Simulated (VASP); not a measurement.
# CrO2 in VASP: a series of runs

Runs on CrO2. Level: PBEsol. Tasks: single point, relaxation of cell and atoms.

All numbers are computed with VASP 6.6.1; they aren't measurements. Logs are shortened: lines on timing, memory, paths and dates and some standing lists are left out, and cuts for length are marked.

**1. The cell of the first run**

The cell holds a slab with vacuum, 3 atoms: a = 2.586 Å, b = 2.586 Å, c = 13.705 Å, α = 90.00°, β = 90.00°, γ = 120.00°.

**2. Single point, PBEsol**

File INCAR:

```
ALGO = Normal ; EDIFF = 1E-6
ENCUT = 700 ; GGA = PS
GGA_COMPAT = F ; ISIF = 2
ISMEAR = 0 ; LASPH = T
LCHARG = F ; LREAL = F
LWAVE = F ; NBANDS = 20
NELM = 120 ; PREC = Accurate
SIGMA = 0.1
```

File KPOINTS:

```
k-points
0
Gamma
  12 12 2
```

File POSCAR:

```
CrO2
1.0
    2.5856615365      0.0000000000      0.0000000000
   -1.2928307683      2.2392485762      0.0000000000
    0.0000000000      0.0000000000     13.7046992209
Cr O
1 2
Direct
    0.3333333333      0.6666666667      0.0000000000
    0.6666666667      0.3333333333      0.9161180683
    0.6666666667      0.3333333333      0.0838819317
```

Potentials or basis: VASP PAW PBE potentials, release 64 (Cr_sv, O).

On the command line:

```bash
$ cat potpaw_PBE.64/Cr_sv/POTCAR potpaw_PBE.64/O/POTCAR > POTCAR
$ mpirun -np 1 vasp_std > vasp.out
```

OUTCAR:

```text
EDIFF = 1E-6
   ENCUT = 700
   GGA = PS
   ISIF = 2
   ISMEAR = 0
   LASPH = T
   LREAL = F
   NELM = 120
   PREC = Accurate

 ion  position               nearest neighbor table
   1  0.333  0.667  0.000-   2 1.88   3 1.88   2 1.88   3 1.88   2 1.88   3 1.88
   2  0.667  0.333  0.916-   1 1.88   1 1.88   1 1.88
   3  0.667  0.333  0.084-   1 1.88   1 1.88   1 1.88

  LATTYP: Found a hexagonal cell.
 ALAT       =     2.5856615365
 C/A-ratio  =     5.3002680465

  Lattice vectors:

 A1 = (   2.5856615365,   0.0000000000,   0.0000000000)
 A2 = (  -1.2928307683,   2.2392485762,   0.0000000000)
 A3 = (   0.0000000000,   0.0000000000,  13.7046992209)

Analysis of symmetry for initial positions (statically):
=====================================================================
 Subroutine PRICEL returns:
 Original cell was already a primitive cell.

 Routine SETGRP: Setting up the symmetry group for a
 hexagonal supercell.

 Subroutine GETGRP returns: Found 12 space group operations
 (whereof 12 operations were pure point group operations)
 out of a pool of 24 trial point group operations.

The static configuration has the point symmetry D_3h.

Analysis of symmetry for dynamics (positions and initial velocities):
=====================================================================
 Subroutine PRICEL returns:
 Original cell was already a primitive cell.

 Routine SETGRP: Setting up the symmetry group for a
 hexagonal supercell.

 Subroutine GETGRP returns: Found 12 space group operations
 (whereof 12 operations were pure point group operations)
 out of a pool of 24 trial point group operations.

The dynamic configuration has the point symmetry D_3h.

 Subroutine INISYM returns: Found 12 space group operations
 (whereof 12 operations are pure point group operations),
 and found     1 'primitive' translations

----------------------------------------------------------------------------------------

                                     Primitive cell

  volume of cell :      79.3494

  direct lattice vectors                    reciprocal lattice vectors
     2.585661536  0.000000000  0.000000000     0.386748221  0.223289190  0.000000000
    -1.292830768  2.239248576  0.000000000     0.000000000  0.446578379  0.000000000
[... 84 lines left out ...]
   LASPH  =      T    aspherical Exc in radial PAW
   ENCUT  =  700.0 eV  51.45 Ry    7.17 a.u.   5.58  5.58 29.56*2*pi/ulx,y,z
   NELM   =    120;   NELMIN=  2; NELMDL= -5     # of ELM steps
   EDIFF  = 0.1E-05   stopping-criterion for ELM
   LREAL  =      F    real-space projection
   EDIFFG = 0.1E-04   stopping-criterion for IOM
   NSW    =      0    number of steps for IOM
   IBRION =     -1    ionic relax: 0-MD 1-quasi-New 2-CG
   NFREE  =      0    steps in history (QN), initial steepest desc. (CG)
   ISIF   =      2    stress and relaxation
   ISYM   =      2    0-nonsym 1-usesym 2-fastsym
   POTIM  = 0.5000    time-step for ionic-motion
   TEBEG  =    0.0;   TEEND  =   0.0 temperature during run
   PSTRESS=    0.0 pullay stress
   NELECT =      26.0000    total number of electrons
   NUPDOWN=      -1.0000    fix difference up-down
   EMIN   =  10.00;   EMAX   =-10.00  energy-range for DOS
   EFERMI =   0.00;   METHOD = LEGACY
   ISMEAR =     0;   SIGMA  =   0.10  broadening in eV -4-tet -1-fermi 0-gaus
   EFERMI_NEDOS =   21; number of points for ismear=-14 and -15
   IALGO  =     38    algorithm
   IMIX   =      4    mixing-type and parameters
     AMIX     =   0.40;   BMIX     =  1.00
     AMIX_MAG =   1.60;   BMIX_MAG =  1.00
  volume/ion in A,a.u.               =      26.45       178.49
  Fermi-wavevector in a.u.,A,eV,Ry     =   1.128630  2.132801 17.331167  1.273805
  Thomas-Fermi vector in A             =   2.265320
   LORBIT       =      0    0 simple, 1 ext, 2 COOP (PROOUT), +10 PAW based schemes
   GGA     = PS    functional components
   LHFCALC =     F    Hartree Fock is set to
   AEXX    =    0.0000 exact exchange contribution
   IVDW    =     0    specifies the selected vdW correction
   LEPSILON=     F    determine dielectric tensor
   LRPA    =     F    only Hartree local field effects (RPA)
 non-spin polarized calculation
 Gauss-broadening in eV      SIGMA  =   0.10
  energy-cutoff  :      700.00
  volume of cell :       79.35
 maximum number of plane-waves:      3408
 NGX is ok and might be reduce to    24
   NGX = 11   NGY = 11   NGZ = 59

 number of electron      25.9999991 magnetization

 Free energy of the ion-electron system (eV)
  ---------------------------------------------------
  ext. energy  EPLUGINS =         0.00000000
  ---------------------------------------------------
  free energy    TOTEN  =       -26.31411187 eV

  energy without entropy =      -26.31410947  energy(sigma->0) =      -26.31411067

 E-fermi :  -2.0206     XC(G=0):  -4.8505

 val. band max:       -2.2615318464   @ k =   0.0000   0.0000   0.0000
 cond. band min:      -1.7664713700   @ k =   0.3333   0.3333   0.5000
 fundamental gap:      0.4950604764
 Fermi energy:        -2.0205579273

 k-point     1 :       0.0000    0.0000    0.0000
  band No.  band energies     occupation
      1     -75.0377      2.00000
      2     -46.4556      2.00000
      3     -46.1831      2.00000
      4     -46.1831      2.00000
      5     -22.9522      2.00000
      6     -21.0712      2.00000
[... 541 lines left out ...]
     19       7.8652      0.00000
     20       8.7645      0.00000

 [... further k-points ...]

------------------------ aborting loop because EDIFF is reached ----------------------------------------

  FORCE on cell =-STRESS in cart. coord.  units (eV):
  Direction    XX          YY          ZZ          XY          YZ          ZX
  --------------------------------------------------------------------------------------
  -------------------------------------------------------------------------------------
  Total        0.0413413      0.0413413     -0.0785816     -0.0000000      0.0000000      0.0000000
  in kB        0.8347406      0.8347406     -1.5866747     -0.0000000      0.0000000      0.0000000
  external PRESSURE =       0.0276022 kB  Pullay stress =       0.0000000 kB

 VOLUME and BASIS-vectors are now :
 -----------------------------------------------------------------------------
  energy-cutoff  :      700.00
  volume of cell :       79.35
      direct lattice vectors                 reciprocal lattice vectors
     2.585661536  0.000000000  0.000000000     0.386748221  0.223289190  0.000000000
    -1.292830768  2.239248576  0.000000000     0.000000000  0.446578379  0.000000000
     0.000000000  0.000000000 13.704699221     0.000000000  0.000000000  0.072967672

 POSITION                                       TOTAL-FORCE (eV/Angst)
 -----------------------------------------------------------------------------------
     -0.00000      1.49283      0.00000         0.000000     -0.000000      0.000000
      1.29283      0.74642     12.55512        -0.000000      0.000000     -0.011422
      1.29283      0.74642      1.14958        -0.000000      0.000000      0.011422
 -----------------------------------------------------------------------------------
    total drift:                                0.000000     -0.000000     -0.000000

  FREE ENERGIE OF THE ION-ELECTRON SYSTEM (eV)
  ---------------------------------------------------
  free  energy   TOTEN  =       -26.3141118744 eV

  energy  without entropy=      -26.3141094681  energy(sigma->0) =      -26.31411067
```

OSZICAR:

```text
N       E                     dE             d eps       ncg     rms          rms(c)
DAV:   1     0.419817058757E+03    0.41982E+03   -0.15416E+04  1752   0.353E+03
DAV:   2     0.116056182874E+02   -0.40821E+03   -0.39307E+03  1868   0.666E+02
DAV:   3    -0.299697630992E+02   -0.41575E+02   -0.40913E+02  1980   0.190E+02
[... 13 lines left out ...]
DAV:  17    -0.263140338573E+02   -0.93990E-04   -0.15088E-05  1884   0.484E-02    0.130E-02
DAV:  18    -0.263141040955E+02   -0.70238E-04   -0.65021E-06  1724   0.139E-02    0.724E-03
DAV:  19    -0.263141094414E+02   -0.53459E-05   -0.43742E-07  1344   0.103E-02    0.619E-03
DAV:  20    -0.263141113599E+02   -0.19185E-05   -0.12272E-07  1004   0.480E-03    0.470E-03
DAV:  21    -0.263141118744E+02   -0.51454E-06   -0.79834E-08  1072   0.256E-03
   1 F= -.26314112E+02 E0= -.26314111E+02  d E =-.240634E-05
```

stdout:

```text
POSCAR found type information on POSCAR CrO
 POSCAR found :  2 types and       3 ions
 scaLAPACK will be used
 -----------------------------------------------------------------------------
|                                                                             |
|                                                                             |
|     You enforced a specific xc type in the INCAR file but a different       |
|     I HOPE YOU KNOW WHAT YOU ARE DOING!                                     |
|                                                                             |
 -----------------------------------------------------------------------------

 LDA part: xc-table for (Slater+PW92), standard interpolation
 POSCAR, INCAR and KPOINTS ok, starting setup
 FFT: planning ... GRIDC
 FFT: planning ... GRID_SOFT
 FFT: planning ... GRID
 WAVECAR not read
 entering main loop
```

Run time: 2.7 min. Hardware: 1 thread of Intel Xeon Platinum 8259CL at 2.50GHz (Skylake/Cascade Lake), shared host; peak memory 0.29 GiB.

What came out:

| Item | Value |
| --- | --- |
| Free energy | -26.3141 eV |
| Largest force | 0.011 eV/Å |
| Band gap on the k mesh | 0.49 eV (least direct gap 1.74 eV) |

Forces in eV/Å, atoms in the order of the input:
```
Cr   0.000  0.000  0.000
O    0.000  0.000 -0.011
O    0.000  0.000  0.011
```

Caveat: there is no dipole correction, which matters where the two faces differ; the PAW data sets were made with another functional, which shifts forces and pressure a little; the run has no spin polarisation, though such a crystal can be magnetic. Spin polarisation is off, so any magnetic state and its effect on volume and gap are missing.

**3. Relaxation of cell and atoms, PBEsol**

This run uses another cell than the first one.

File INCAR:

```
SYSTEM = CrO2
  PREC = Accurate
  ENCUT = 700
  EDIFF = 1E-7
  ISMEAR = 0
  SIGMA = 0.1
  LREAL = .False.
  LASPH = .True.
  NELM = 120
  ALGO = Normal
  ISIF = 3
  LWAVE = .False.
  LCHARG = .False.
  GGA = PS
  IBRION = 2
  NSW = 80
  EDIFFG = -0.05
  GGA_COMPAT = .False.
  NELMIN = 4
```

File KPOINTS:

```
regular mesh
0
Gamma
  12 12 2
  0 0 0
```

File POSCAR:

```
CrO2
1.0
    2.5629650604      0.0000000000      0.0000000000
   -1.2814825302      2.2195928513      0.0000000000
    0.0000000000      0.0000000000     13.8124973557
Cr O
1 2
Direct
    0.3333333333      0.6666666667      0.0000000000
    0.6666666667      0.3333333333      0.9075761485
    0.6666666667      0.3333333333      0.0924238515
```

Potentials or basis: VASP PAW PBE potentials, release 64 (Cr_sv, O).

On the command line:

```bash
$ cat potpaw_PBE.64/Cr_sv/POTCAR potpaw_PBE.64/O/POTCAR > POTCAR
$ mpirun -np 1 vasp_std > vasp.out
```

OUTCAR:

```text
SYSTEM = CrO2
   PREC = Accurate
   ENCUT = 700
   EDIFF = 1E-7
   ISMEAR = 0
   LREAL = .False.
   LASPH = .True.
   NELM = 120
   ISIF = 3
   GGA = PS
   IBRION = 2
   NSW = 80
   EDIFFG = -0.05
   NELMIN = 4

 ion  position               nearest neighbor table
   1  0.333  0.667  0.000-   2 1.95   3 1.95   2 1.95   3 1.95   2 1.95   3 1.95
   2  0.667  0.333  0.908-   1 1.95   1 1.95   1 1.95
   3  0.667  0.333  0.092-   1 1.95   1 1.95   1 1.95

  LATTYP: Found a hexagonal cell.
 ALAT       =     2.5629650604
 C/A-ratio  =     5.3892647891

  Lattice vectors:

 A1 = (   2.5629650604,   0.0000000000,   0.0000000000)
 A2 = (  -1.2814825302,   2.2195928513,   0.0000000000)
[... 407 lines left out ...]
  ---------------------------------------------------
  free energy    TOTEN  =       -26.31739367 eV

  energy without entropy =      -26.31739102  energy(sigma->0) =      -26.31739234

 E-fermi :  -1.7486     XC(G=0):  -5.1095

 val. band max:       -1.9876833026   @ k =   0.0000   0.0000   0.0000
 cond. band min:      -1.4964446232   @ k =   0.3333   0.3333   0.5000
 fundamental gap:      0.4912386794
 Fermi energy:        -1.7486409133

 k-point     1 :       0.0000    0.0000    0.0000
  band No.  band energies     occupation
      1     -74.7645      2.00000
      2     -46.1816      2.00000
      3     -45.9112      2.00000
      4     -45.9112      2.00000
      5     -22.6729      2.00000
      6     -20.7937      2.00000
[... 457 lines left out ...]
      4     -46.0260      2.00000
      5     -21.4113      2.00000
      6     -20.5064      2.00000
[... 9 lines left out ...]
     16       0.3765      0.00000
     17       1.0217      0.00000

 [... further k-points ...]

------------------------ aborting loop because EDIFF is reached ----------------------------------------

  FORCE on cell =-STRESS in cart. coord.  units (eV):
  Direction    XX          YY          ZZ          XY          YZ          ZX
  --------------------------------------------------------------------------------------
  -------------------------------------------------------------------------------------
  Total       -0.0107530     -0.0107530     -0.0625494      0.0000000      0.0000000      0.0000000
  in kB       -0.2289715     -0.2289715     -1.3319162      0.0000000      0.0000000      0.0000000
  external PRESSURE =      -0.5966197 kB  Pullay stress =       0.0000000 kB
[... 18 lines left out ...]
  FREE ENERGIE OF THE ION-ELECTRON SYSTEM (eV)
  ---------------------------------------------------
  free  energy   TOTEN  =       -26.3173936663 eV

  energy  without entropy=      -26.3173910192  energy(sigma->0) =      -26.31739234

 reached required accuracy - stopping structural energy minimisation
```

CONTCAR:

```text
CrO2
   1.00000000000000
     2.5867406602143062   -0.0000000000000000   -0.0000000000000000
    -1.2933703301071531    2.2401831247288979    0.0000000000000000
     0.0000000000000000    0.0000000000000000   12.9843621905346005
  Cr              O
     1     2
Direct
     0.3333333332999970    0.6666666667000030    0.0000000000000000
     0.6666666667000030    0.3333333332999970    0.9114549684775630
     0.6666666667000030    0.3333333332999970    0.0885450315224372

  0.00000000E+00  0.00000000E+00  0.00000000E+00
  0.00000000E+00  0.00000000E+00  0.00000000E+00
  0.00000000E+00  0.00000000E+00  0.00000000E+00
```

Run time: 7.2 min. Hardware: 1 thread of AMD EPYC 9R45 (Zen 5), shared host; peak memory 0.27 GiB.

What came out:

```
Free energy                           : -26.3174 eV
Relaxed cell                          : a = 2.587 Å, b = 2.587 Å, c = 12.984 Å, α = 90.00°, β = 90.00°, γ = 120.00°
Space group after relaxing (to 0.1 Å) : P-6m2 (No. 187)
Energy gained by relaxing             : 150.8 meV/atom
Ionic steps                           : 7
Band gap on the k mesh                : 0.49 eV (least direct gap 1.74 eV)
```

Forces in eV/Å, atoms in the order of the input:
```
Cr   0.000  0.000  0.000
O    0.000  0.000  0.003
O    0.000  0.000 -0.003
```

Step by step:
```tsv
step	energy change (eV)	largest force (eV/Å)	pressure (GPa)	volume (Å³)
1	0.0000	3.3326	-6.67	78.58
2	1.2775	9.3803	29.47	66.39
3	-0.4232	0.5634	0.74	74.14
4	-0.4313	0.1548	1.84	73.68
5	-0.4318	0.0346	2.16	73.55
6	-0.4445	0.0267	-1.34	76.32
7	-0.4525	0.0028	-0.06	75.24
```

Final structure:
```yaml
crystal:
  lattice:
    - [2.58674, 0.00000, 0.00000]
    - [-1.29337, 2.24018, 0.00000]
    - [0.00000, 0.00000, 12.98436]
  atoms:
    - { symbol: Cr, position: [0.33333, 0.66667, 0.00000] }
    - { symbol: O, position: [0.66667, 0.33333, 0.91145] }
    - { symbol: O, position: [0.66667, 0.33333, 0.08855] }
```

Caveat: there is no dipole correction, which matters where the two faces differ; the relaxation moved the vacuum too, so the length across it says nothing of the material; the PAW data sets were made with another functional, which shifts forces and pressure a little; the run has no spin polarisation, though such a crystal can be magnetic.
